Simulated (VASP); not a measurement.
Wanted: the native input for a VASP 6.6.1 run.

| Property | Result |
| --- | --- |
| Task | single point |
| Functional | r2SCAN50 |
| Potentials or basis | VASP PAW PBE potentials, release 64 (Te, Cd) |
| Cutoff | 520 eV |
| k mesh | 4 × 4 × 4 |
| Occupations | fermi-dirac, width 0.05 eV |
| Spin | no spin polarisation |
| Dipole correction | no |
| Grid for exact exchange (PRECFOCK) | Normal |
| Further INCAR settings | ALGO = Normal; EDIFF = 1e-07; NBANDS = 16 |
| Share of exact exchange | 0.5 |

CdTe:

```
Te Cd
1.0
     0.00000    3.22623    3.22623
     3.22623    0.00000    3.22623
     3.22623    3.22623    0.00000
Te Cd
1 1
Cartesian
  4.8393 4.8393 4.8393
  0.0000 0.0000 0.0000
```

The input as run:

POSCAR

```
CdTe
1.0
    0.0000000000      3.2262257841      3.2262257841
    3.2262257841      0.0000000000      3.2262257841
    3.2262257841      3.2262257841      0.0000000000
Te Cd
1 1
Direct
    0.7500000000      0.7500000000      0.7500000000
    0.0000000000      0.0000000000      0.0000000000
```

INCAR.step1

```
  PREC = Accurate
  ENCUT = 520
  EDIFF = 1E-5
  ISMEAR = -1
  SIGMA = 0.05
  LREAL = F
  LASPH = T
  NELM = 80
  ALGO = Normal
  ISIF = 2
  LWAVE = T
  LCHARG = F
  NBANDS = 16
  GGA = PE
```

INCAR.step2

```
  PREC = Accurate
  ENCUT = 520
  EDIFF = 1E-7
  ISMEAR = -1
  SIGMA = 0.05
  LREAL = F
  LASPH = T
  NELM = 80
  ALGO = Normal
  ISIF = 2
  LWAVE = F
  LCHARG = F
  METAGGA = R2SCAN
  LHFCALC = T
  AEXX = 0.5
  LMIXTAU = T
  PRECFOCK = Normal
  NBANDS = 16
  ISTART = 1
```

KPOINTS

```
Automatic mesh
0
Gamma
  4 4 4
```

Potentials or basis: VASP PAW PBE potentials, release 64 (Te, Cd).

Run with:

```bash
$ cat potpaw_PBE.64/Te/POTCAR potpaw_PBE.64/Cd/POTCAR > POTCAR
$ cp INCAR.step1 INCAR
$ mpirun -np 1 vasp_std > vasp.out
$ cp INCAR.step2 INCAR
$ mpirun -np 1 vasp_std > vasp.out
```

It gave:

The pressure is 0.9 GPa and the band gap on the k mesh is 3.90 eV.

Caveat: the k points lie up to 0.42 Å⁻¹ apart; the PAW data sets were made with another functional, which shifts forces and pressure a little; spin-orbit coupling is left out, which moves the levels of the heavy elements.

Run time: 28 min on 1 thread of Intel Xeon 8259CL, with other jobs on the host, peak memory 0.24 GiB.
